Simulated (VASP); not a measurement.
# As (R-3m) in VASP: single point with PBEsol

Aim: the single point of As with PBEsol.

All numbers are computed with VASP 6.6.1; they aren't measurements. Logs are shortened: lines on timing, memory, paths and dates and some standing lists are left out, and cuts for length are marked.

### 1 The cell of the first run

Symmetry: R-3m, No. 166, trigonal system. The conventional cell has a = 3.782 Å, b = 3.782 Å, c = 10.104 Å, α = 90.00°, β = 90.00°, γ = 120.00°. As (site symmetry 3m) has 6 As at 2.53 to 3.02 Å within 3.3 Å.

### 2 Single point, PBEsol

The input, INCAR:

```
PREC = Accurate
ENCUT = 500
EDIFF = 1E-6
ISMEAR = 0
SIGMA = 0.1
LREAL = F
LASPH = T
NELM = 120
ALGO = Normal
ISIF = 2
LWAVE = F
LCHARG = F
GGA = PS
NBANDS = 12
GGA_COMPAT = F
```

The input, KPOINTS:

```
Automatic mesh
0
Gamma
  6 6 6
```

The input, POSCAR:

```
As
1.0
    1.8909704620      1.0917523053      3.3680828135
   -1.8909704620      1.0917523053      3.3680828135
    0.0000000000     -2.1835046105      3.3680828135
As
2
Direct
    0.2301848442      0.2301848442      0.2301848442
    0.7698151558      0.7698151558      0.7698151558
```

Potentials or basis: VASP PAW PBE potentials, release 64 (As).

Started as:

```console
$ cat potpaw_PBE.64/As/POTCAR > POTCAR
$ mpirun -np 1 vasp_std > vasp.out
```

OUTCAR:

```text
PREC = Accurate
   ENCUT = 500
   EDIFF = 1E-6
   ISMEAR = 0
   LREAL = F
   LASPH = T
   NELM = 120
   ISIF = 2
   GGA = PS

 ion  position               nearest neighbor table
   1  0.230  0.230  0.230-   2 2.53   2 2.53   2 2.53
   2  0.770  0.770  0.770-   1 2.53   1 2.53   1 2.53

  LATTYP: Found a trigonal (rhomboedric) cell.
 ALAT       =     4.0139350048
 COS(alpha) =     0.5561269129

  Lattice vectors:

 A1 = (   1.8909704620,   1.0917523053,   3.3680828135)
 A2 = (  -1.8909704620,   1.0917523053,   3.3680828135)
 A3 = (   0.0000000000,  -2.1835046105,   3.3680828135)

Analysis of symmetry for initial positions (statically):
=====================================================================
 Subroutine PRICEL returns:
 Original cell was already a primitive cell.

 Routine SETGRP: Setting up the symmetry group for a
 trigonal (rhombohedral) supercell.

 Subroutine GETGRP returns: Found 12 space group operations
 (whereof 12 operations were pure point group operations)
 out of a pool of 12 trial point group operations.

The static configuration has the point symmetry D_3d.

Analysis of symmetry for dynamics (positions and initial velocities):
=====================================================================
 Subroutine PRICEL returns:
 Original cell was already a primitive cell.

 Routine SETGRP: Setting up the symmetry group for a
 trigonal (rhombohedral) supercell.

 Subroutine GETGRP returns: Found 12 space group operations
 (whereof 12 operations were pure point group operations)
 out of a pool of 12 trial point group operations.

The dynamic configuration has the point symmetry D_3d.

 Subroutine INISYM returns: Found 12 space group operations
 (whereof 12 operations are pure point group operations),
 and found     1 'primitive' translations

----------------------------------------------------------------------------------------

                                     Primitive cell

  volume of cell :      41.7199

  direct lattice vectors                    reciprocal lattice vectors
     1.890970462  1.091752305  3.368082814     0.264414495  0.152659780  0.098968271
    -1.890970462  1.091752305  3.368082814    -0.264414495  0.152659780  0.098968271
     0.000000000 -2.183504610  3.368082814     0.000000000 -0.305319560  0.098968271

  length of vectors
     4.013935005  4.013935005  4.013935005     0.320959113  0.320959113  0.320959113

  position of ions in fractional coordinates (direct lattice)
     0.230184844  0.230184844  0.230184844
     0.769815156  0.769815156  0.769815156

  ion indices of the primitive-cell ions
   primitive index   ion index
                 1           1
                 2           2

----------------------------------------------------------------------------------------

 KPOINTS: Automatic mesh

Automatic generation of k-mesh.
 Grid dimensions read from file:
 generate k-points for:    6    6    6

 Generating k-lattice:

  Cartesian coordinates                     Fractional coordinates (reciprocal lattice)
     0.044069083  0.025443297  0.016494712     0.166666667 -0.000000000  0.000000000
    -0.044069083  0.025443297  0.016494712    -0.000000000  0.166666667  0.000000000
     0.000000000 -0.050886593  0.016494712    -0.000000000 -0.000000000  0.166666667

  Length of vectors
     0.053493186  0.053493186  0.053493186

  Shift w.r.t. Gamma in fractional coordinates (k-lattice)
     0.000000000  0.000000000  0.000000000

 Subroutine IBZKPT returns following result:
 ===========================================

 Found     32 irreducible k-points:

 Following reciprocal coordinates:
            Coordinates               Weight
  0.000000  0.000000  0.000000      1.000000
  0.166667 -0.000000 -0.000000      6.000000
  0.333333 -0.000000 -0.000000      6.000000
  0.500000 -0.000000 -0.000000      3.000000
  0.166667  0.166667 -0.000000      6.000000
  0.333333  0.166667 -0.000000     12.000000
[... 16 lines left out ...]
  0.500000  0.500000  0.166667      6.000000
 -0.333333  0.500000  0.166667     12.000000
 [... further k-points ...]
   k-points           NKPTS =     32   k-points in BZ     NKDIM =     32   number of bands    NBANDS=     12
   number of dos      NEDOS =    301   number of ions     NIONS =      2
   total plane-waves  NPLWV =  27000
   dimension x,y,z NGX =    30 NGY =   30 NGZ =   30
   dimension x,y,z NGXF=    60 NGYF=   60 NGZF=   60
   ions per type =               2
   NGX,Y,Z   is equivalent  to a cutoff of  12.43, 12.43, 12.43 a.u.
   NGXF,Y,Z  is equivalent  to a cutoff of  24.85, 24.85, 24.85 a.u.
 SYSTEM =  unknown system
   PREC   = accura    normal or accurate (medium, high low for compatibility)
   ISTART =      0    job   : 0-new  1-cont  2-samecut
   ICHARG =      2    charge: 1-file 2-atom 10-const
   ISPIN  =      1    spin polarized calculation?
   LNONCOLLINEAR =      F non collinear calculations
   LSORBIT =      F    spin-orbit coupling
   LASPH  =      T    aspherical Exc in radial PAW
   ENCUT  =  500.0 eV  36.75 Ry    6.06 a.u.   7.32  7.32  7.32*2*pi/ulx,y,z
   NELM   =    120;   NELMIN=  2; NELMDL= -5     # of ELM steps
   EDIFF  = 0.1E-05   stopping-criterion for ELM
   LREAL  =      F    real-space projection
   EDIFFG = 0.1E-04   stopping-criterion for IOM
   NSW    =      0    number of steps for IOM
   IBRION =     -1    ionic relax: 0-MD 1-quasi-New 2-CG
   NFREE  =      0    steps in history (QN), initial steepest desc. (CG)
   ISIF   =      2    stress and relaxation
   ISYM   =      2    0-nonsym 1-usesym 2-fastsym
   POTIM  = 0.5000    time-step for ionic-motion
   TEBEG  =    0.0;   TEEND  =   0.0 temperature during run
   PSTRESS=    0.0 pullay stress
   NELECT =      10.0000    total number of electrons
   NUPDOWN=      -1.0000    fix difference up-down
   EMIN   =  10.00;   EMAX   =-10.00  energy-range for DOS
   EFERMI =   0.00;   METHOD = LEGACY
   ISMEAR =     0;   SIGMA  =   0.10  broadening in eV -4-tet -1-fermi 0-gaus
   EFERMI_NEDOS =   21; number of points for ismear=-14 and -15
   IALGO  =     38    algorithm
   IMIX   =      4    mixing-type and parameters
     AMIX     =   0.40;   BMIX     =  1.00
     AMIX_MAG =   1.60;   BMIX_MAG =  1.00
  volume/ion in A,a.u.               =      20.86       140.77
  Fermi-wavevector in a.u.,A,eV,Ry     =   1.016937  1.921731 14.070601  1.034160
  Thomas-Fermi vector in A             =   2.150309
   LORBIT       =      0    0 simple, 1 ext, 2 COOP (PROOUT), +10 PAW based schemes
   GGA     = PS    functional components
   LHFCALC =     F    Hartree Fock is set to
   AEXX    =    0.0000 exact exchange contribution
   IVDW    =     0    specifies the selected vdW correction
   LEPSILON=     F    determine dielectric tensor
   LRPA    =     F    only Hartree local field effects (RPA)
 non-spin polarized calculation
 Gauss-broadening in eV      SIGMA  =   0.10
  energy-cutoff  :      500.00
  volume of cell :       41.72
 maximum number of plane-waves:      1076
 NGX is ok and might be reduce to    30
   NGX = 15   NGY = 15   NGZ = 15

 number of electron      10.0000000 magnetization

 Free energy of the ion-electron system (eV)
  ---------------------------------------------------
  ext. energy  EPLUGINS =         0.00000000
  ---------------------------------------------------
  free energy    TOTEN  =       -10.25253048 eV

  energy without entropy =      -10.25091341  energy(sigma->0) =      -10.25172194

 E-fermi :   5.6961     XC(G=0): -10.2723

 val. band max:        5.3363132492   @ k =   0.5000  -0.0000  -0.0000
 cond. band min:       5.6969246199   @ k =   0.3333   0.1667   0.1667
 fundamental gap:      0.3606113706
 Fermi energy:         5.6960843663

 k-point     1 :       0.0000    0.0000    0.0000
  band No.  band energies     occupation
      1      -9.5193      2.00000
      2       0.0703      2.00000
      3       3.2420      2.00000
      4       3.5655      2.00000
      5       3.5655      2.00000
      6       7.7292      0.00000
      7       8.7589      0.00000
      8       8.7589      0.00000
      9      12.0799      0.00000
     10      12.0799      0.00000
     11      12.4794      0.00000
     12      14.1463      0.00000

 k-point     2 :       0.1667   -0.0000   -0.0000
  band No.  band energies     occupation
      1      -9.1434      2.00000
      2      -1.2921      2.00000
      3       3.2014      2.00000
      4       3.4002      2.00000
      5       3.9378      2.00000
      6       7.6378      0.00000
      7       8.0646      0.00000
      8       8.1449      0.00000
      9      11.2109      0.00000
     10      11.9303      0.00000
     11      12.3023      0.00000
     12      16.2395      0.00000

 k-point     3 :       0.3333   -0.0000   -0.0000
  band No.  band energies     occupation
      1      -8.0421      2.00000
      2      -3.7516      2.00000
      3       3.1368      2.00000
      4       3.1488      2.00000
      5       4.5795      2.00000
      6       6.3912      0.00000
      7       6.6403      0.00000
      8       7.0108      0.00000
      9      12.5787      0.00000
     10      13.5495      0.00000
     11      14.4084      0.00000
     12      18.3111      0.00000

 k-point     4 :       0.5000   -0.0000   -0.0000
  band No.  band energies     occupation
      1      -6.6675      2.00000
      2      -5.6644      2.00000
      3       3.0553      2.00000
      4       3.2242      2.00000
      5       5.2968      2.00000
      6       5.3363      2.00000
      7       5.8620      0.01895
      8       6.5264      0.00000
      9      14.9566      0.00000
     10      15.5043      0.00000
     11      16.9892      0.00000
     12      17.0822      0.00000

 k-point     5 :       0.1667    0.1667   -0.0000
  band No.  band energies     occupation
      1      -9.0510      2.00000
      2      -1.3333      2.00000
      3       2.3650      2.00000
      4       2.8187      2.00000
      5       4.8417      2.00000
      6       6.7109      0.00000
      7       8.1454      0.00000
      8       9.4283      0.00000
      9      11.1223      0.00000
     10      12.7986      0.00000
     11      13.2331      0.00000
     12      14.9534      0.00000
[... 228 lines left out ...]
      1      -6.2966      2.00000
      2      -5.1010      2.00000
      3       0.3286      2.00000
      4       0.4208      2.00000
      5       4.6065      2.00000
      6       6.4241      0.00000
      7      10.2146      0.00000
      8      10.4836      0.00000
      9      12.4041      0.00000
     10      13.0773      0.00000
     11      17.9340      0.00000
     12      18.3535      0.00000

 k-point    22 :      -0.1667    0.3333    0.1667
  band No.  band energies     occupation
      1      -7.1500      2.00000
      2      -4.1837      2.00000
      3       0.4990      2.00000
      4       1.6316      2.00000
      5       3.4928      2.00000
      6       7.1399      0.00000
      7       9.2568      0.00000
      8       9.5082      0.00000
      9      11.7249      0.00000
     10      15.5274      0.00000
     11      15.9894      0.00000
     12      17.5598      0.00000

 k-point    23 :       0.5000    0.5000    0.1667
  band No.  band energies     occupation
      1      -7.0633      2.00000
      2      -3.8338      2.00000
      3      -0.5640      2.00000
      4       1.7222      2.00000
      5       2.2797      2.00000
      6       7.9984      0.00000
      7      10.0604      0.00000
      8      11.5599      0.00000
      9      12.1371      0.00000
     10      16.6967      0.00000
     11      17.3209      0.00000
     12      17.6746      0.00000

 k-point    24 :      -0.3333    0.5000    0.1667
  band No.  band energies     occupation
      1      -6.3087      2.00000
      2      -4.5760      2.00000
      3      -0.6997      2.00000
      4       0.3679      2.00000
      5       3.4532      2.00000
      6       7.9078      0.00000
      7       9.5074      0.00000
      8      12.3371      0.00000
      9      12.4415      0.00000
     10      14.3075      0.00000
     11      17.7196      0.00000
     12      18.9294      0.00000

 [... further k-points ...]

------------------------ aborting loop because EDIFF is reached ----------------------------------------

  FORCE on cell =-STRESS in cart. coord.  units (eV):
  Direction    XX          YY          ZZ          XY          YZ          ZX
  --------------------------------------------------------------------------------------
  -------------------------------------------------------------------------------------
  Total        0.1086981      0.1086981      0.0656703      0.0000000      0.0000000      0.0000000
  in kB        4.1743582      4.1743582      2.5219527      0.0000000      0.0000000      0.0000000
  external PRESSURE =       3.6235563 kB  Pullay stress =       0.0000000 kB

 VOLUME and BASIS-vectors are now :
 -----------------------------------------------------------------------------
  energy-cutoff  :      500.00
  volume of cell :       41.72
      direct lattice vectors                 reciprocal lattice vectors
     1.890970462  1.091752305  3.368082814     0.264414495  0.152659780  0.098968271
    -1.890970462  1.091752305  3.368082814    -0.264414495  0.152659780  0.098968271
     0.000000000 -2.183504610  3.368082814     0.000000000 -0.305319560  0.098968271

 POSITION                                       TOTAL-FORCE (eV/Angst)
 -----------------------------------------------------------------------------------
      0.00000      0.00000      2.32584         0.000000     -0.000000     -0.099104
      0.00000      0.00000      7.77840         0.000000      0.000000      0.099104
 -----------------------------------------------------------------------------------
    total drift:                               -0.000000      0.000000      0.000000

  FREE ENERGIE OF THE ION-ELECTRON SYSTEM (eV)
  ---------------------------------------------------
  free  energy   TOTEN  =       -10.2525304779 eV

  energy  without entropy=      -10.2509134065  energy(sigma->0) =      -10.25172194
```

Wall time 36 s (1 thread of Intel Xeon 8259CL, shared host); peak memory 0.16 GiB.

What came out:

```yaml
Free_energy: -10.2525 eV
Pressure: 0.4 GPa
Largest_force: 0.099 eV/Å
Band_gap_on_the_k_mesh: zero (band 5 reaches 5.70 eV, above the bottom of band 6 at 5.34 eV)
```

Forces on the atoms (eV/Å):
```
As   0.000  0.000 -0.099
As   0.000  0.000  0.099
```

Caveat: the PAW data sets were made with another functional, which shifts forces and pressure a little.
